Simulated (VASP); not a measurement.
A run of VASP 6.6.1 is set up as follows.

Contents of INCAR:

```
AGGAC = 1.0
AGGAX = 1.0
ALDAC = 0.0
ALDAX = 1.0
ALGO = Normal
EDIFF = 1E-6
ENCUT = 520
GGA = B5
ISIF = 2
ISMEAR = -1
LASPH = True
LCHARG = False
LREAL = False
LWAVE = False
NBANDS = 10
NELM = 60
PREC = Accurate
SIGMA = 0.1
```

KPOINTS

```
k-points
0
Gamma
  8 8 8
```

Contents of POSCAR:

```
Rb
1.0
    4.8476090613      0.0000000000      0.0000000000
    0.0000000000      4.8476090613      0.0000000000
    0.0000000000      0.0000000000      4.8476090613
Rb
1
Direct
    0.0000000000      0.0000000000      0.0000000000
```

Potentials or basis: VASP PAW PBE potentials, release 64 (Rb_sv).

The run is started by

```sh
$ cat potpaw_PBE.64/Rb_sv/POTCAR > POTCAR
$ mpirun -np 1 vasp_std > vasp.out
```

Problem. What does it give for the pressure?

Solution. 0.0 GPa.

Problem. What does it give for the band gap on the k mesh?

Solution. Zero (an odd number of electrons rules out a gap without spin polarisation).

Caveat: the PAW data sets were made with another functional, which shifts forces and pressure a little.
